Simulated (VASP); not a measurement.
Crystal: AlN.

```
CELL_PARAMETERS angstrom
0.00000 2.03452 2.03452
2.03452 0.00000 2.03452
2.03452 2.03452 0.00000
ATOMIC_POSITIONS crystal
Al 0.50000 0.50000 0.50000
N 0.00000 0.00000 0.00000
```

Base run:

* Program: VASP 6.6.1
* Functional: PBE0
* Potentials or basis: VASP PAW PBE potentials, release 64 (Al, N)
* Cutoff: 520 eV
* k mesh: 8 × 8 × 8
* Occupations: fermi-dirac, width 0.05 eV
* Spin: no spin polarisation

Its results: band gap on the k mesh 6.53 eV (least direct gap 7.65 eV); pressure -7.5 GPa.

Problem. The run is repeated on the same cell with these changes: functional from PBE0 to HSE06. What comes out?

Solution. Band gap on the k mesh 5.77 eV (least direct gap 6.90 eV); pressure -7.5 GPa.

Caveats: the cell stands under tension; the PAW data sets were made with another functional, which shifts forces and pressure a little.

A k mesh can miss the band edges.
